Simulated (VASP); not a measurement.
AlP5:

```
Al P
1.0
     7.65629    0.00000    0.00000
    -3.82814    6.63054    0.00000
     0.00000    0.00000    2.53185
Al P
1 5
Direct
  0.00000 0.00000 0.50000
  0.50000 0.00000 0.50000
  0.00000 0.50000 0.50000
  0.50000 0.50000 0.50000
  0.33333 0.66667 0.50000
  0.66667 0.33333 0.50000
```

| Quantity | Value |
| --- | --- |
| Program | VASP 6.6.1 |
| Task | relaxation of cell and atoms |
| Functional | PBE |
| Potentials or basis | VASP PAW PBE potentials, release 64 (Al, P) |
| Cutoff | 600 eV |
| k mesh | 3 × 3 × 6 |
| Occupations | gaussian, width 0.1 eV |
| Spin | no spin polarisation |

At the start: pressure -0.7 GPa; volume 21.42 Å³/atom.

How do energy, volume and symmetry change on relaxing?

Over 8 steps the energy falls by 87.5 meV/atom and the volume is 21.63 Å³/atom (+1.0 %); space group P6/mmm (No. 191, to 0.05 Å).

The path:
```csv
step,energy change (eV),largest force (eV/Å),pressure (GPa),volume (Å³)
1,0.0000,0.0000,-0.70,128.53
2,-0.3133,0.0000,0.35,126.69
3,-0.4749,0.0000,3.04,124.35
4,-0.4839,0.0000,2.49,124.82
5,-0.4988,0.0000,-0.22,131.08
6,-0.5157,0.0000,1.00,128.20
7,-0.5161,0.0000,-1.01,131.34
8,-0.5252,0.0000,-0.03,129.81
```

Final structure:
```xyz
6
Lattice="7.9769 0.0000 0.0000 -3.9884 6.9082 0.0000 0.0000 0.0000 2.3556" Properties=species:S:1:pos:R:3 pbc="T T T"
Al    0.0000    0.0000    1.1778
P     3.9884    0.0000    1.1778
P    -1.9942    3.4541    1.1778
P     1.9942    3.4541    1.1778
P     0.0000    4.6054    1.1778
P     3.9884    2.3027    1.1778
```

Caveat: the k points lie up to 0.44 Å⁻¹ apart in the final cell.
